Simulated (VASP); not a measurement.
Input of a VASP 6.6.1 run:

Contents of INCAR:

```
  PREC = Accurate
  ENCUT = 520
  EDIFF = 1E-6
  ISMEAR = 0
  SIGMA = 0.01
  LREAL = False
  LASPH = True
  NELM = 100
  ALGO = Normal
  ISIF = 2
  LWAVE = False
  LCHARG = False
  GGA = PE
  NBANDS = 26
```

The input KPOINTS:

```
Automatic mesh
0
Gamma
  10 10 10
```

POSCAR

```
Al2GaP3
1.0
   -1.9346277632      1.9346277632      8.2009602470
    1.9346277632     -1.9346277632      8.2009602470
    1.9346277632      1.9346277632     -8.2009602470
Al P Ga
2 3 1
Direct
    0.8335565891      0.8335565891      0.0000000000
    0.1664434109      0.1664434109      0.0000000000
    0.2500000000      0.7500000000      0.5000000000
    0.5832411642      0.0832411642      0.5000000000
    0.9167588358      0.4167588358      0.5000000000
    0.5000000000      0.5000000000      0.0000000000
```

Potentials or basis: VASP PAW PBE potentials, release 64 (Al, P, Ga_d).

The run is started by

```console
$ cat potpaw_PBE.64/Al/POTCAR potpaw_PBE.64/P/POTCAR potpaw_PBE.64/Ga_d/POTCAR > POTCAR
$ mpirun -np 1 vasp_std > vasp.out
```

(1) Predict the band gap on the k mesh.

(2) Estimate the pressure.

(3) Predict the largest force.

## Answers

(1) 1.60 eV (least direct gap 1.84 eV).

(2) 1.6 GPa.

(3) 0.078 eV/Å.
